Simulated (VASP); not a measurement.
Se, 2 atoms in the cell. The structure is cubic, space group Fd-3m (No. 227). The conventional cell has a = 6.222 Å, b = 6.222 Å, c = 6.222 Å, α = 90.00°, β = 90.00°, γ = 90.00°. Se (site symmetry -43m) has 4 Se at 2.69 Å within 3.6 Å. This isn't the form of Se at room conditions, which is trigonal, of chains.

- Program: VASP 6.6.1
- Task: single point
- Functional: PBEsol
- Potentials or basis: VASP PAW PBE potentials, release 64 (Se)
- Cutoff: 520 eV
- k mesh: 8 × 8 × 8
- Occupations: fermi-dirac, width 0.136057 eV
- Spin: no spin polarisation
- Dipole correction: no
- Further INCAR settings: ALGO = Normal; EDIFF = 1e-07; NBANDS = 13

Potentials or basis: VASP PAW PBE potentials, release 64 (Se).

Run with:

```sh
$ cat potpaw_PBE.64/Se/POTCAR > POTCAR
$ mpirun -np 1 vasp_std > vasp.out
```

Hardware: 1 thread of Intel Xeon 8259CL, on a shared host.

Problem. How long does it take, and how much memory?

Solution. Run time: 33 s on 1 thread of Intel Xeon 8259CL, on a shared host, peak memory 0.2 GiB. Counts: scf iterations 10, k points 29.
